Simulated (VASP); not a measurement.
Here is a VASP 6.6.1 calculation.

The input INCAR:

```
  PREC = Accurate
  ENCUT = 520
  EDIFF = 1E-6
  ISMEAR = -1
  SIGMA = 0.1
  LREAL = F
  LASPH = T
  NELM = 100
  ALGO = Normal
  ISIF = 2
  LWAVE = F
  LCHARG = F
  GGA = PE
  NBANDS = 19
```

KPOINTS

```
Automatic mesh
0
Gamma
  10 10 5
```

The input POSCAR:

```
Zr
1.0
    3.1416779630      0.0000000000      0.0000000000
   -1.5708389815      2.7207729265      0.0000000000
    0.0000000000      0.0000000000      5.0689853569
Zr
2
Direct
    0.3333333333      0.6666666667      0.2500000000
    0.6666666667      0.3333333333      0.7500000000
```

Potentials or basis: VASP PAW PBE potentials, release 64 (Zr_sv).

Launch:

```sh
$ cat potpaw_PBE.64/Zr_sv/POTCAR > POTCAR
$ mpirun -np 1 vasp_std > vasp.out
```

Q: What does it give for the band gap on the k mesh?

A: Zero (bands 12 and 13 overlap by 1.19 eV).

Q: What does it give for the pressure?

A: 8.0 GPa.

Caveat: the cell stands under pressure.
